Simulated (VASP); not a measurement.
The system is SrO.

```
Sr O
1.0
     3.60005    0.00000    0.00000
    -1.80002    3.11773    0.00000
     0.00000    0.00000    6.29912
Sr O
2 2
Direct
  0.66667 0.33333 0.75000
  0.33333 0.66667 0.25000
  0.00000 0.00000 0.50000
  0.00000 0.00000 0.00000
```

This cell differs from its parent crystal: volume scaled by 1.04.

Base run:

- Program: VASP 6.6.1
- Functional: PBEsol
- Potentials or basis: VASP PAW PBE potentials, release 64 (Sr_sv, O)
- Cutoff: 520 eV
- k mesh: 9 × 9 × 5
- Occupations: fermi-dirac, width 0.05 eV
- Spin: no spin polarisation

Its results: band gap on the k mesh 2.71 eV, direct; pressure -4.8 GPa.

**Question.** The run is repeated on the same cell with these changes: functional from PBEsol to r2SCAN; further incar settings from ALGO = Normal; EDIFF = 1e-07; NBANDS = 24 to ALGO = Normal; EDIFF = 1e-06; NBANDS = 24. What comes out?

**Answer.** Band gap on the k mesh 3.44 eV, direct; pressure -3.2 GPa.

Caveats: the PAW data sets were made with another functional, which shifts forces and pressure a little.

A k mesh can miss the band edges.
